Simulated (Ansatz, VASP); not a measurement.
# One calculation of Ti, two programs

```xyz
4
Lattice="2.9399 0.0000 0.0000 -1.4700 2.5461 0.0000 0.0000 0.0000 22.9718" Properties=species:S:1:pos:R:3 pbc="T T T"
Ti    2.2050    0.4243    8.0000
Ti   -0.7350    2.1217   10.3239
Ti    2.2050    0.4243   12.6479
Ti   -0.7350    2.1217   14.9718
```

Alike in both runs: task single point; functional PBE; k mesh 13 × 13 × 1; occupations fermi-dirac, width 0.05 eV; no spin polarisation.

|  | VASP | Ansatz |
| --- | --- | --- |
| version | VASP 6.6.1 | Ansatz 0.2.0 |
| potentials or method | VASP PAW PBE potentials, release 64 (Ti_sv), cutoff 520 eV | all-electron LAPW, scalar-relativistic |

```tsv
	VASP	Ansatz	Ansatz less VASP
rms of the force components (eV/Å)	0.356	0.353	-0.0029
```

Atom by atom the forces differ by 0.005 eV/Å (rms over components). Ansatz ran all-electron here, and VASP with PAW potentials.
